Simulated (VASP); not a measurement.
CoSi, 8 atoms in the cell. It takes space group P2_13 (No. 198, cubic). The conventional cell has a = 4.431 Å, b = 4.431 Å, c = 4.431 Å, α = 90.00°, β = 90.00°, γ = 90.00°. Within 3.1 Å of Co (site symmetry 3) lie 7 Si at 2.35 to 2.41 Å and 6 Co at 2.75 Å. Si (site symmetry 3) has 7 Co at 2.35 to 2.41 Å and 6 Si at 2.74 Å within 3.1 Å.  This cell differs from its parent crystal: atoms displaced along a vibrational mode.

- Program: VASP 6.6.1
- Task: single point
- Functional: PBE
- Potentials or basis: VASP PAW PBE potentials, release 64 (Co, Si)
- Cutoff: 520 eV
- k mesh: 10 × 10 × 10
- Occupations: gaussian, width 0.15 eV
- Spin: no spin polarisation
- Dipole correction: no
- Further INCAR settings: ALGO = Normal; EDIFF = 1e-06; NBANDS = 36

Potentials or basis: VASP PAW PBE potentials, release 64 (Co, Si).

Run with:

```console
$ cat potpaw_PBE.64/Co/POTCAR potpaw_PBE.64/Si/POTCAR > POTCAR
$ mpirun -np 1 vasp_std > vasp.out
```

Hardware: 1 thread of Intel(R) Xeon(R) Platinum 8124M CPU @ 3.00GHz (Skylake/Cascade Lake) (shared host).

**Question.** Estimate the wall time of this run.

**Answer.** Wall time 3 min on 1 thread of Intel(R) Xeon(R) Platinum 8124M CPU @ 3.00GHz (Skylake/Cascade Lake) (shared host), peak memory 0.32 GiB. Counts: scf iterations 15, k points 76.
